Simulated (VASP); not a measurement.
Here is a VASP 6.6.1 calculation.

The input INCAR:

```
SYSTEM = PbSe
PREC = Accurate
ENCUT = 520
EDIFF = 1E-8
ISMEAR = -1
SIGMA = 0.03
LREAL = .FALSE.
LASPH = .TRUE.
NELM = 60
ALGO = Normal
ISIF = 2
LWAVE = .FALSE.
LCHARG = .FALSE.
GGA = PE
LEFG = .TRUE.
NBANDS = 17
```

The input KPOINTS:

```
regular mesh
0
G
  10 10 10
  0 0 0
```

POSCAR

```
PbSe
1.0
    0.0000000000      3.0552737774      3.0552737774
    3.0552737774      0.0000000000      3.0552737774
    3.0552737774      3.0552737774      0.0000000000
Pb Se
1 1
Direct
    0.0000000000      0.0000000000      0.0000000000
    0.5000000000      0.5000000000      0.5000000000
```

Potentials or basis: VASP PAW PBE potentials, release 64 (Pb_d, Se).

The run is started by

```bash
$ cat potpaw_PBE.64/Pb_d/POTCAR potpaw_PBE.64/Se/POTCAR > POTCAR
$ mpirun -np 1 vasp_std > vasp.out
```

Question: What does it give for the pressure?

Answer: 2.7 GPa.

Question: Estimate the band gap on the k mesh.

Answer: 0.27 eV.

Caveat: spin-orbit coupling is left out, which moves the levels of the heavy elements. A k mesh can miss the band edges.
